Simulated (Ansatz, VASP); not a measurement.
# Two plane-wave programs on Ba2BCl

```
Ba B Cl
1.0
     5.55239    0.00000    0.00000
    -2.77620    4.80851    0.00000
     0.00000    0.00000    5.42464
Ba B Cl
2 1 1
Direct
  0.33333 0.66667 0.00000
  0.66667 0.33333 0.00000
  0.00000 0.00000 0.00000
  0.00000 0.00000 0.50000
```

Alike in both runs: functional PBE; k mesh 12 × 12 × 8; occupations gaussian, width 0.1 eV; no spin polarisation.

Ansatz relaxed the structure, and its values are those at the end. VASP's run is a single point on that final structure, the one shown.

|  | VASP | Ansatz |
| --- | --- | --- |
| version | VASP 6.6.1 | Ansatz 0.2.0 |
| potentials or method | VASP PAW PBE potentials, release 64 (Ba_sv, B, Cl), cutoff 520 eV | scalar-relativistic, plane waves, PAW |
| valence electrons in the cell | 30 | 30 |

Ansatz gave:

- gap on the k mesh at the Fermi level (eV): none
- pressure (GPa): 0.0

Problem. What did VASP give for the same quantities?

Solution. gap on the k mesh at the Fermi level (eV): none; pressure (GPa): 0.6.

A gap of «none» marks a metal or a gap that the smearing closes.

Neither program's run includes spin-orbit coupling.
